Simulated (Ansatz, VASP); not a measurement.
AlN: VASP beside Ansatz

```
CELL_PARAMETERS angstrom
0.00000 2.01756 1.97800
2.01756 0.00000 1.97800
2.01756 2.01756 0.00000
ATOMIC_POSITIONS crystal
Al 0.00000 0.00000 0.00000
N 0.50000 0.50000 0.50000
```

Change from the starting cell: equal xx and yy strain of +2 %.

Alike in both runs: task single point; functional LDA; k mesh 10 × 10 × 10; occupations fermi-dirac, width 0.02 eV; no spin polarisation.

```csv
,VASP,Ansatz
version,VASP 6.6.1,Ansatz 0.2.0
potentials or method,"VASP PAW LDA potentials, release 64 (Al, N), cutoff 520 eV","all-electron LAPW, scalar-relativistic"
```

|  | VASP | Ansatz | Ansatz less VASP |
| --- | --- | --- | --- |
| gap on the k mesh at the Fermi level (eV) | 4.54 | 4.54 | -0.005 |
| pressure (GPa) | 1.4 | 0.8 | -0.60 |
| traceless stress, the component that is largest in VASP (GPa) | 4.36 | 4.26 | -0.099 |

LDA's correlation is that of Perdew and Zunger in VASP and of Perdew and Wang (1992) in Ansatz. Ansatz ran all-electron here, and VASP with PAW potentials.
